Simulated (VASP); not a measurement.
Input of a VASP 6.6.1 run:

File INCAR:

```
PREC     = Accurate       # precision mode
ENCUT    = 520            # plane-wave cutoff, eV
EDIFF    = 1E-6           # SCF threshold, eV
ISMEAR   = -1             # smearing method
SIGMA    = 0.08           # smearing width, eV
LREAL    = F              # projectors in reciprocal space
LASPH    = T              # aspherical terms in the spheres
NELM     = 100            # most SCF steps
ALGO     = Normal         # electronic algorithm
ISIF     = 2              # what is computed and relaxed
LWAVE    = F              # write WAVECAR
LCHARG   = F              # write CHGCAR
GGA      = PE             # functional
NBANDS   = 10             # bands
```

File KPOINTS:

```
Automatic mesh
0
Gamma
  10 10 10
```

File POSCAR:

```
K
1.0
    3.5250649150      0.0000000000      0.0000000000
    0.0000000000      3.5250649150      0.0000000000
    0.0000000000      0.0000000000      3.5250649150
K
1
Direct
    0.0000000000      0.0000000000      0.0000000000
```

Potentials or basis: VASP PAW PBE potentials, release 64 (K_sv).

Command:

```console
$ cat potpaw_PBE.64/K_sv/POTCAR > POTCAR
$ mpirun -np 1 vasp_std > vasp.out
```

(1) Predict the pressure.

Results:

(1) 5.0 GPa.
